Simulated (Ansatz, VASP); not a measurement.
## Na in VASP and in Ansatz

File INCAR:

```
ALGO = Fast ; EDIFF = 1E-7
ENCUT = 520 ; GGA = PE
ISIF = 2 ; ISMEAR = 0
LASPH = T ; LCHARG = T
LELF = T ; LREAL = F
LVHAR = T ; LWAVE = F
NBANDS = 10 ; NELM = 60
PREC = Accurate ; SIGMA = 0.1
```

The input KPOINTS:

```
k-points
0
Gamma
  6 6 6
```

The input POSCAR:

```
Na
1.0
   -2.1040268000      2.1040268000      2.1040268000
    2.1040268000     -2.1040268000      2.1040268000
    2.1040268000      2.1040268000     -2.1040268000
Na
1
Direct
    0.0000000000      0.0000000000      0.0000000000
```

Input for Ansatz:

```yaml
crystal:
  lattice:
    - [-2.1040268, 2.1040268, 2.1040268]
    - [2.1040268, -2.1040268, 2.1040268]
    - [2.1040268, 2.1040268, -2.1040268]
  atoms:
    - { symbol: Na, position: [0.0, 0.0, 0.0] }
basis:
  ecutwfc: 420
kpoints:
  mp_grid: { grid: [6, 6, 6] }
hamiltonian:
  xc: pbe
scf:
  occupations: { method: gaussian, width: 0.1 }
output:
  forces: true
  stress: true
  eigenvalues: true
```

Alike in both runs: task single point; functional PBE; k mesh 6 × 6 × 6; occupations gaussian, width 0.1 eV; no spin polarisation.

```csv
,VASP,Ansatz
version,VASP 6.6.1,Ansatz 0.2.0
potentials or method,"VASP PAW PBE potentials, release 64 (Na_pv), cutoff 520 eV","scalar-relativistic, plane waves, PAW"
valence electrons in the cell,7,9
```

```tsv
	VASP	Ansatz	Ansatz less VASP
gap on the k mesh at the Fermi level (eV)	none	none	-
pressure (GPa)	0.0	0.0	+0.01
```

A gap of «none» marks a metal or a gap that the smearing closes. VASP's potentials hold 7 valence electrons a cell and Ansatz's 9, so a difference there can come from the potentials and not from the codes.
